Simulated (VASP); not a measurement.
Crystal: Hg.

```
CELL_PARAMETERS angstrom
4.65797 0.00000 0.00000
-2.32899 4.03392 0.00000
0.00000 0.00000 3.97056
ATOMIC_POSITIONS crystal
Hg 0.33333 0.66667 0.50000
Hg 0.00000 0.00000 0.00000
Hg 0.66667 0.33333 0.50000
```

```yaml
Program: VASP 6.6.1
Task: relaxation of cell and atoms
Functional: PBE
Potentials_or_basis: VASP PAW PBE potentials, release 64 (Hg)
Cutoff: 600 eV
k_mesh: 8 × 8 × 9
Occupations: fermi-dirac, width 0.05 eV
Spin: no spin polarisation
```

At the start: pressure 8.6 GPa; volume 24.87 Å³/atom.

**Question.** How do energy, volume and symmetry change on relaxing?

**Answer.** Over 19 steps the energy falls by 217.8 meV/atom and the volume is 29.79 Å³/atom (+19.8 %); space group P6/mmm (No. 191, to 0.1 Å) before and after.

The path:
| step | energy change (eV) | largest force (eV/Å) | pressure (GPa) | volume (Å³) |
| --- | --- | --- | --- | --- |
| 1 | 0.0000 | 0.0000 | 8.63 | 74.61 |
| 2 | -0.4917 | 0.0000 | 1.00 | 89.88 |
| 3 | -0.5172 | 0.0000 | 0.56 | 93.11 |
| 4 | -0.5409 | 0.0000 | -0.09 | 99.79 |
| 5 | -0.5436 | 0.0000 | -0.12 | 101.92 |
| 6 | -0.5463 | 0.0000 | -0.21 | 106.25 |
| 7 | -0.5450 | 0.0000 | -0.35 | 115.23 |
| 8 | -0.5470 | 0.0000 | -0.20 | 108.62 |
| 9 | -0.5472 | 0.0000 | -0.24 | 111.89 |
| 10 | -0.5474 | 0.0000 | -0.23 | 110.97 |
| 11 | -0.5542 | 0.0000 | -0.24 | 110.05 |
| 12 | -0.5748 | 0.0000 | -0.28 | 107.22 |
| 13 | -0.6175 | 0.0000 | -0.52 | 101.37 |
| 14 | -0.5996 | 0.0000 | 0.29 | 88.83 |
| 15 | -0.6368 | 0.0000 | -0.44 | 98.03 |
| 16 | -0.6440 | 0.0000 | -0.43 | 94.84 |
| 17 | -0.6489 | 0.0000 | 0.26 | 87.39 |
| 18 | -0.6513 | 0.0000 | -0.04 | 89.78 |
| 19 | -0.6535 | 0.0000 | 0.00 | 89.36 |

Final structure:
```
Hg
1.0
     5.59552    0.00000    0.00000
    -2.79776    4.84586    0.00000
     0.00000    0.00000    3.29550
Hg
3
Cartesian
  0.0000 3.2306 1.6477
  0.0000 0.0000 0.0000
  2.7978 1.6153 1.6477
```

Caveat: the volume moved by over 15 % at a fixed basis, so the end points are rough.
